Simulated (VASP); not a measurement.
# MgS (Niningerite): single point with PBE+D4

The system is MgS (Niningerite).

```
CELL_PARAMETERS angstrom
0.00000 2.58556 2.58556
2.58556 0.00000 2.58556
2.58556 2.58556 0.00000
ATOMIC_POSITIONS crystal
S 0.50000 0.50000 0.50000
Mg 0.00000 0.00000 0.00000
```

| Quantity | Value |
| --- | --- |
| Program | VASP 6.6.1 |
| Task | single point |
| Functional | PBE |
| Dispersion | D4 |
| Potentials or basis | VASP PAW PBE potentials, release 64 (S, Mg) |
| Cutoff | 600 eV |
| k mesh | 9 × 9 × 9 |
| Occupations | fermi-dirac, width 0.05 eV |
| Spin | no spin polarisation |

The pressure is -0.3 GPa. The band gap on the k mesh is 2.95 eV, indirect (least direct gap 3.86 eV) and the dispersion energy per atom is -0.295 eV.

Levels at points of the mesh, in eV from the valence-band top:
```tsv
k point	band 2	band 3	band 4	band 5	band 6	band 7
(0.00, 0.00, 0.00)	0.00	0.00	0.00	3.86	7.94	7.94
```

Run time: 20 s on 1 thread of Intel(R) Xeon(R) Platinum 8375C CPU @ 2.90GHz (Ice Lake) (shared host), peak memory 0.17 GiB.

A k mesh can miss the band edges. As with any semilocal functional, this PBE gap is likely too small.
